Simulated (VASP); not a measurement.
The system is Ge.

```xyz
2
Lattice="0.0000 2.8378 2.8378 2.8378 0.0000 2.8378 2.8378 2.8378 0.0000" Properties=species:S:1:pos:R:3 pbc="T T T"
Ge    4.2567    4.2567    4.2567
Ge    2.8378    2.8378    2.8378
```

Base run:

```yaml
Program: VASP 6.6.1
Functional: PBEsol
Potentials_or_basis: VASP PAW PBE potentials, release 64 (Ge_d)
Cutoff: 520 eV
k_mesh: 12 × 12 × 12
Occupations: gaussian, width 0.1 eV
Spin: no spin polarisation
```

Its results: band gap on the k mesh zero (filled and empty bands touch); pressure -0.1 GPa.

Problem. The run is repeated on the same cell with these changes: functional from PBEsol to r2SCAN; further incar settings from ALGO = Normal; EDIFF = 1e-06; NBANDS = 21 to ALGO = Normal; EDIFF = 1e-07; NBANDS = 21. What comes out?

Solution. Band gap on the k mesh 0.31 eV; pressure 0.0 GPa.

Caveats: the PAW data sets were made with another functional, which shifts forces and pressure a little; semilocal functionals underestimate gaps, so a narrow gap can read as zero (at least some runs).

A k mesh can miss the band edges.
